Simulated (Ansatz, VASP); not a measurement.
## Sc in VASP and in Ansatz

```
Sc
1.0
     3.31936    0.00000    0.00000
    -1.65968    2.87465    0.00000
     0.00000    0.00000    5.18426
Sc
2
Direct
  0.33333 0.66667 0.25000
  0.66667 0.33333 0.75000
```

Alike in both runs: task single point; functional PBE; k mesh 11 × 11 × 6; occupations methfessel-paxton of order 1, width 0.2 eV; no spin polarisation.

|  | VASP | Ansatz |
| --- | --- | --- |
| version | VASP 6.6.1 | Ansatz 0.2.0 |
| potentials or method | VASP PAW PBE potentials, release 64 (Sc_sv), cutoff 520 eV | plane waves (420 eV) with PAW, scalar-relativistic |
| valence electrons in the cell | 22 | 22 |

```tsv
	VASP	Ansatz	Ansatz less VASP
pressure (GPa)	-0.2	-0.2	-0.03
traceless stress, the component that is largest in VASP (GPa)	-0.23	-0.23	-0.004
```
